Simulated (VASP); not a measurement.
Input of a VASP 6.6.1 run:

File INCAR:

```
ALGO = Normal ; EDIFF = 1E-6
ENCUT = 520 ; GGA = PS
ISIF = 2 ; ISMEAR = 0
ISPIN = 2 ; LASPH = True
LCHARG = False ; LMAXMIX = 4
LORBIT = 11 ; LREAL = False
LWAVE = False ; MAGMOM = 0.51 0
NBANDS = 18 ; NELM = 150
PREC = Accurate ; SIGMA = 0.15
```

KPOINTS

```
k-points
0
Gamma
  22 22 22
```

The input POSCAR:

```
CoSi
1.0
    2.7520624448      0.0000000000      0.0000000000
    0.0000000000      2.7520624448      0.0000000000
    0.0000000000      0.0000000000      2.7520624448
Co Si
1 1
Direct
    0.0000000000      0.0000000000      0.0000000000
    0.5000000000      0.5000000000      0.5000000000
```

Potentials or basis: VASP PAW PBE potentials, release 64 (Co, Si).

Run with:

```console
$ cat potpaw_PBE.64/Co/POTCAR potpaw_PBE.64/Si/POTCAR > POTCAR
$ mpirun -np 1 vasp_std > vasp.out
```

Task: Predict the net moment.

Result: 0.45 μB per cell.

Task: What does it give for the pressure?

Result: 0.3 GPa.

Task: What does it give for the site moments?

Result: Co +0.45; Si +0.01 μB.

Caveat: the PAW data sets were made with another functional, which shifts forces and pressure a little.
